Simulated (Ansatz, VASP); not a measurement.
One calculation of Al, two programs

File INCAR:

```
ALGO = Fast
EDIFF = 1E-6
ENCUT = 520
GGA = CA
ISIF = 2
ISMEAR = -1
LASPH = True
LCHARG = False
LREAL = False
LWAVE = False
NBANDS = 10
NELM = 80
PREC = Accurate
SIGMA = 0.05
```

File KPOINTS:

```
k-points
0
Gamma
  7 7 10
```

The input POSCAR:

```
Al
1.0
    4.4916000000      0.0000000000      0.0000000000
   -2.2458000000      3.8898400000      0.0000000000
    0.0000000000      0.0000000000      2.7226000000
Al
2
Direct
    0.3333300000      0.6666700000      0.0000000000
    0.6666700000      0.3333300000      0.0000000000
```

File input.yaml:

```yaml
crystal:
  lattice:
    - [4.4916, 0.0, 0.0]
    - [-2.2458, 3.88984, 0.0]
    - [0.0, 0.0, 2.7226]
  atoms:
    - { symbol: Al, position: [0.33333, 0.66667, 0.0] }
    - { symbol: Al, position: [0.66667, 0.33333, 0.0] }
hamiltonian:
  xc: lda
  pseudopotentials: { kind: paw }
kpoints:
  mp_grid: { grid: [7, 7, 10] }
  band_path:
    path:
      - [[0.0, 0.0, 0.0], [0.5, 0.0, 0.0], [0.3333333333, 0.3333333333, 0.0], [0.0, 0.0, 0.0], [0.0, 0.0, 0.5], [0.5, 0.0, 0.5], [0.3333333333, 0.3333333333, 0.5], [0.0, 0.0, 0.5]]
      - [[0.5, 0.0, 0.5], [0.5, 0.0, 0.0]]
      - [[0.3333333333, 0.3333333333, 0.0], [0.3333333333, 0.3333333333, 0.5]]
    npoints: 14
scf:
  occupations: { method: fermi_dirac, width: 0.05 }
  n_extra_bands: 6
output:
  forces: true
  stress: true
  eigenvalues: true
  fatbands: false
```

Alike in both runs: functional LDA; k mesh 7 × 7 × 10; occupations fermi-dirac, width 0.05 eV; no spin polarisation.

|  | VASP | Ansatz |
| --- | --- | --- |
| version | VASP 6.6.1 | Ansatz 0.2.0 |
| potentials or method | VASP PAW LDA potentials, release 64 (Al) | Ansatz PAW |
| plane-wave cutoff (eV) | 520 | 420 |
| valence electrons in the cell | 6 | 6 |
| task | single point | band structure |

|  | VASP | Ansatz | Ansatz less VASP |
| --- | --- | --- | --- |
| gap on the k mesh at the Fermi level (eV) | none | none | - |
| pressure (GPa) | -0.5 | -0.6 | -0.03 |
| traceless stress, the component that is largest in VASP (GPa) | -0.63 | -0.63 | +0.003 |

LDA's correlation is that of Perdew and Zunger in VASP and of Perdew and Wang (1992) in Ansatz. A gap of «none» marks a metal or a gap that the smearing closes.
